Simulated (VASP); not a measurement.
# LuN3H6 in VASP: single point with PBE

Aim: the single point of LuN3H6 with PBE.

Everything below comes from runs of VASP 6.6.1. Logs are shortened: lines on timing, memory, paths and dates and some standing lists are left out, and cuts for length are marked.

### Step 1. The cell of the first run

The cell holds a molecule in a box, 10 atoms: a = 13.810 Å, b = 14.550 Å, c = 9.660 Å, α = 90.00°, β = 90.00°, γ = 90.00°.

### Step 2. Single point, PBE

INCAR reads:

```
ALGO = Normal
EDIFF = 1E-6
ENCUT = 1000
GGA = PE
GGA_COMPAT = F
ISIF = 2
ISMEAR = 0
LASPH = T
LCHARG = T
LELF = T
LREAL = F
LVHAR = T
LWAVE = F
NBANDS = 34
NELM = 120
NELMDL = -8
PREC = Accurate
SIGMA = 0.01
```

KPOINTS reads:

```
k-points
0
Gamma
  1 1 1
```

POSCAR reads:

```
LuH6N3
1.0
   13.8100000000      0.0000000000      0.0000000000
    0.0000000000     14.5500000000      0.0000000000
    0.0000000000      0.0000000000      9.6600000000
Lu N H
1 3 6
Direct
    0.4748624200      0.5004164900      0.4944503100
    0.6281911700      0.5001855700      0.4758105600
    0.3986234600      0.6260350500      0.5212039300
    0.3986828400      0.3735058400      0.4953167700
    0.6741629300      0.5550453600      0.4778995900
    0.6716546000      0.4438900300      0.4658385100
    0.3258508300      0.6341855700      0.5345434800
    0.4266596700      0.6908845400      0.5234575600
    0.3258645900      0.3634158100      0.5044875800
    0.4279138300      0.3092783500      0.4883374700
```

Potentials or basis: VASP PAW PBE potentials, release 64 (Lu, N_h, H_h).

Run with:

```console
cat potpaw_PBE.64/Lu/POTCAR potpaw_PBE.64/N_h/POTCAR potpaw_PBE.64/H_h/POTCAR > POTCAR
mpirun -np 1 vasp_gam > vasp.out
```

OUTCAR:

```text
EDIFF = 1E-6
   ENCUT = 1000
   GGA = PE
   ISIF = 2
   ISMEAR = 0
   LASPH = T
   LREAL = F
   NELM = 120
   NELMDL = -8
   PREC = Accurate

 ion  position               nearest neighbor table
   1  0.475  0.500  0.494-   3 2.13   2 2.13   4 2.13
   2  0.628  0.500  0.476-   6 1.02   5 1.02   1 2.13
   3  0.399  0.626  0.521-   7 1.02   8 1.02   1 2.13
   4  0.399  0.374  0.495-   9 1.02  10 1.02   1 2.13
   5  0.674  0.555  0.478-   2 1.02
   6  0.672  0.444  0.466-   2 1.02
   7  0.326  0.634  0.535-   3 1.02
   8  0.427  0.691  0.523-   3 1.02
   9  0.326  0.363  0.504-   4 1.02
  10  0.428  0.309  0.488-   4 1.02

  LATTYP: Found a simple orthorhombic cell.
 ALAT       =     9.6600000000
 B/A-ratio  =     1.4296066253
 C/A-ratio  =     1.5062111801

  Lattice vectors:

 A1 = (   0.0000000000,   0.0000000000,   9.6600000000)
 A2 = (  13.8100000000,   0.0000000000,   0.0000000000)
 A3 = (   0.0000000000,  14.5500000000,   0.0000000000)

Analysis of symmetry for initial positions (statically):
=====================================================================
 Subroutine PRICEL returns:
 Original cell was already a primitive cell.

 Routine SETGRP: Setting up the symmetry group for a
 simple orthorhombic supercell.

 Subroutine GETGRP returns: Found  1 space group operations
 (whereof  1 operations were pure point group operations)
 out of a pool of  8 trial point group operations.

The static configuration has the point symmetry C_1 .

Analysis of symmetry for dynamics (positions and initial velocities):
=====================================================================
 Subroutine PRICEL returns:
 Original cell was already a primitive cell.

 Routine SETGRP: Setting up the symmetry group for a
 simple orthorhombic supercell.

 Subroutine GETGRP returns: Found  1 space group operations
 (whereof  1 operations were pure point group operations)
 out of a pool of  8 trial point group operations.

The dynamic configuration has the point symmetry C_1 .

 Subroutine INISYM returns: Found  1 space group operations
 (whereof  1 operations are pure point group operations),
 and found     1 'primitive' translations
[... 82 lines left out ...]
   LNONCOLLINEAR =      F non collinear calculations
   LSORBIT =      F    spin-orbit coupling
   LASPH  =      T    aspherical Exc in radial PAW
   ENCUT  = 1000.0 eV  73.50 Ry    8.57 a.u.  35.61 37.52 24.91*2*pi/ulx,y,z
   NELM   =    120;   NELMIN=  2; NELMDL= -8     # of ELM steps
   EDIFF  = 0.1E-05   stopping-criterion for ELM
   LREAL  =      F    real-space projection
[... 7 lines left out ...]
   TEBEG  =    0.0;   TEEND  =   0.0 temperature during run
   PSTRESS=    0.0 pullay stress
   NELECT =      46.0000    total number of electrons
   NUPDOWN=      -1.0000    fix difference up-down
   EMIN   =  10.00;   EMAX   =-10.00  energy-range for DOS
   EFERMI =   0.00;   METHOD = LEGACY
   ISMEAR =     0;   SIGMA  =   0.01  broadening in eV -4-tet -1-fermi 0-gaus
   EFERMI_NEDOS =   21; number of points for ismear=-14 and -15
   IALGO  =     38    algorithm
   IMIX   =      4    mixing-type and parameters
     AMIX     =   0.40;   BMIX     =  1.00
     AMIX_MAG =   1.60;   BMIX_MAG =  1.00
  volume/ion in A,a.u.               =     194.10      1309.88
  Fermi-wavevector in a.u.,A,eV,Ry     =   0.470236  0.888618  3.008550  0.221122
  Thomas-Fermi vector in A             =   1.462218
   LORBIT       =      0    0 simple, 1 ext, 2 COOP (PROOUT), +10 PAW based schemes
   GGA     = PE    functional components
   LHFCALC =     F    Hartree Fock is set to
   AEXX    =    0.0000 exact exchange contribution
   IVDW    =     0    specifies the selected vdW correction
   LEPSILON=     F    determine dielectric tensor
   LRPA    =     F    only Hartree local field effects (RPA)
 non-spin polarized calculation
 Gauss-broadening in eV      SIGMA  =   0.01
  energy-cutoff  :     1000.00
  volume of cell :     1941.04
 maximum number of plane-waves:     69729
 NGX is ok and might be reduce to   144
   NGX = 71   NGY = 75   NGZ = 49

 number of electron      46.0000001 magnetization

 Free energy of the ion-electron system (eV)
  ---------------------------------------------------
  ext. energy  EPLUGINS =         0.00000000
  ---------------------------------------------------
  free energy    TOTEN  =       -53.31215455 eV

  energy without entropy =      -53.31215455  energy(sigma->0) =      -53.31215455

 E-fermi :  -4.7168     XC(G=0):  -0.9528

 val. band max:       -4.9238569679   @ k =   0.0000   0.0000   0.0000
 cond. band min:      -1.8933633979   @ k =   0.0000   0.0000   0.0000
 fundamental gap:      3.0304935700
 Fermi energy:        -4.7168106348

 k-point     1 :       0.0000    0.0000    0.0000
  band No.  band energies     occupation
      1     -59.2789      2.00000
      2     -30.2941      2.00000
      3     -29.9878      2.00000
      4     -29.9872      2.00000
      5     -19.2836      2.00000
      6     -19.0825      2.00000
[... 26 lines left out ...]
     33       0.7851      0.00000
     34       0.8170      0.00000

------------------------ aborting loop because EDIFF is reached ----------------------------------------

  FORCE on cell =-STRESS in cart. coord.  units (eV):
  Direction    XX          YY          ZZ          XY          YZ          ZX
  --------------------------------------------------------------------------------------
  -------------------------------------------------------------------------------------
  Total       -0.2968818     -0.3004688     -0.0322309     -0.0156334     -0.0151731      0.0215596
  in kB       -0.2450531     -0.2480140     -0.0266041     -0.0129042     -0.0125242      0.0177958
  external PRESSURE =      -0.1732238 kB  Pullay stress =       0.0000000 kB

 VOLUME and BASIS-vectors are now :
 -----------------------------------------------------------------------------
  energy-cutoff  :     1000.00
  volume of cell :     1941.04
      direct lattice vectors                 reciprocal lattice vectors
    13.810000000  0.000000000  0.000000000     0.072411296  0.000000000  0.000000000
     0.000000000 14.550000000  0.000000000     0.000000000  0.068728522  0.000000000
     0.000000000  0.000000000  9.660000000     0.000000000  0.000000000  0.103519669

 POSITION                                       TOTAL-FORCE (eV/Angst)
 -----------------------------------------------------------------------------------
      6.55785      7.28106      4.77639         0.001793     -0.012224      0.002188
      8.67532      7.27770      4.59633        -0.111827      0.008425      0.027663
      5.50499      9.10881      5.03483         0.053659     -0.090030     -0.020624
      5.50581      5.43451      4.78476         0.054199      0.099799      0.007554
      9.31019      8.07591      4.61651        -0.014075      0.065967     -0.002119
      9.27555      6.45860      4.50000         0.002582     -0.072716     -0.011588
      4.50000      9.22740      5.16369        -0.057306     -0.038061      0.003044
      5.89217     10.05237      5.05660         0.062613      0.025400     -0.000027
      4.50019      5.28770      4.87335        -0.050175      0.042457      0.008201
      5.90949      4.50000      4.71734         0.058537     -0.029017     -0.014293
 -----------------------------------------------------------------------------------
    total drift:                                0.000237      0.000108      0.000325

  FREE ENERGIE OF THE ION-ELECTRON SYSTEM (eV)
  ---------------------------------------------------
  free  energy   TOTEN  =       -53.3121545542 eV

  energy  without entropy=      -53.3121545542  energy(sigma->0) =      -53.31215455
```

OSZICAR:

```text
N       E                     dE             d eps       ncg     rms          rms(c)
DAV:   1     0.384749339964E+03    0.38475E+03   -0.20730E+04    94   0.168E+03
DAV:   2     0.835096592050E+02   -0.30124E+03   -0.28961E+03    84   0.326E+02
DAV:   3    -0.507241367082E+02   -0.13423E+03   -0.13333E+03   120   0.122E+02
[... 25 lines left out ...]
DAV:  29    -0.533121481115E+02   -0.60467E-05   -0.95761E-07    80   0.575E-03    0.979E-04
DAV:  30    -0.533121509860E+02   -0.28745E-05   -0.30010E-07    80   0.340E-03    0.130E-03
DAV:  31    -0.533121524345E+02   -0.14485E-05   -0.65985E-08    80   0.212E-03    0.156E-03
DAV:  32    -0.533121537132E+02   -0.12787E-05   -0.58402E-08    80   0.249E-03    0.769E-04
DAV:  33    -0.533121545542E+02   -0.84093E-06   -0.13640E-07    80   0.277E-03
   1 F= -.53312155E+02 E0= -.53312155E+02  d E =0.000000E+00
```

Run time: 14 min. Hardware: 1 thread of Intel Xeon Platinum 8259CL at 2.50GHz (Skylake/Cascade Lake), shared host; peak memory 3.1 GiB.

Results:

- Free energy: -53.3122 eV
- Largest force: 0.116 eV/Å
- Gap between the frontier levels: 3.03 eV

Forces on the atoms (eV/Å):
```
Lu   0.002 -0.012  0.002
N   -0.112  0.008  0.028
N    0.054 -0.090 -0.021
N    0.054  0.100  0.008
H   -0.014  0.066 -0.002
H    0.003 -0.073 -0.012
H   -0.057 -0.038  0.003
H    0.063  0.025  0.000
H   -0.050  0.042  0.008
H    0.059 -0.029 -0.014
```

Levels at points of the mesh, in eV from the valence-band top:
```tsv
k point	band 19	band 20	band 21	band 22	band 23	band 24	band 25	band 26	band 27	band 28
(0.00, 0.00, 0.00)	-2.30	-2.29	-0.24	-0.24	0.00	3.03	4.59	4.86	4.89	5.37
```

Caveat: spin-orbit coupling is left out, which moves the levels of the heavy elements.
